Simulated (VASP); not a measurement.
Here is a VASP 6.6.1 calculation.

The input INCAR:

```
ALGO     = Normal         # electronic algorithm
DIPOL    = 0.5 0.5 0.319
EDIFF    = 1E-6           # SCF threshold, eV
ENCUT    = 520            # plane-wave cutoff, eV
GGA      = PE             # functional
IDIPOL   = 3            
ISIF     = 2              # what is computed and relaxed
ISMEAR   = 0              # smearing method
LASPH    = True           # aspherical terms in the spheres
LCHARG   = False          # write CHGCAR
LDIPOL   = True         
LREAL    = Auto         
LWAVE    = False          # write WAVECAR
NBANDS   = 60             # bands
NELM     = 60             # most SCF steps
PREC     = Accurate       # precision mode
SIGMA    = 0.1            # smearing width, eV
```

KPOINTS

```
k-points
0
Gamma
  4 3 1
```

Contents of POSCAR:

```
C20Cl
1.0
    8.5436715405      0.0000000000      0.0000000000
   -2.1359178851      8.6110540208      0.0000000000
    0.0000000000      0.0000000000     20.2788010925
C Cl
20 1
Direct
    0.0782061927      0.9794914374      0.1972503198
    0.5782061927      0.9794914374      0.1972503198
    0.4115395260      0.9794914374      0.1972503198
    0.9115395260      0.9794914374      0.1972503198
    0.3230790521      0.9589828748      0.2574344476
    0.8230790520      0.9589828748      0.2574344476
    0.1564123854      0.9589828748      0.2574344476
    0.6564123854      0.9589828748      0.2574344476
    0.0669021097      0.9383827631      0.3175270290
    0.5669021097      0.9383827631      0.3175270290
    0.4022889442      0.9383825652      0.3175270320
    0.9022889442      0.9383825652      0.3175270320
    0.3111130079      0.9176685367      0.3778997893
    0.8111130079      0.9176685367      0.3778997893
    0.1477209542      0.9176685463      0.3778997009
    0.6477209542      0.9176685463      0.3778997009
    0.0473696108      0.8987953018      0.4329048139
    0.5473696108      0.8987953018      0.4329048139
    0.4020260800      0.8987945823      0.4329053307
    0.9020260800      0.8987945823      0.4329053307
    0.1723696108      1.6487953018      0.3597770853
```

Potentials or basis: VASP PAW PBE potentials, release 64 (C, Cl).

Launch:

```bash
$ cat potpaw_PBE.64/C/POTCAR potpaw_PBE.64/Cl/POTCAR > POTCAR
$ mpirun -np 1 vasp_std > vasp.out
```

(1) Predict the largest force.

(2) What does it give for the band gap on the k mesh?

Results:

(1) 6.730 eV/Å.

(2) zero (an odd number of electrons rules out a gap without spin polarisation).

Caveat: an odd number of electrons without spin polarisation forces a metal; a magnetic or distorted state may lie lower.
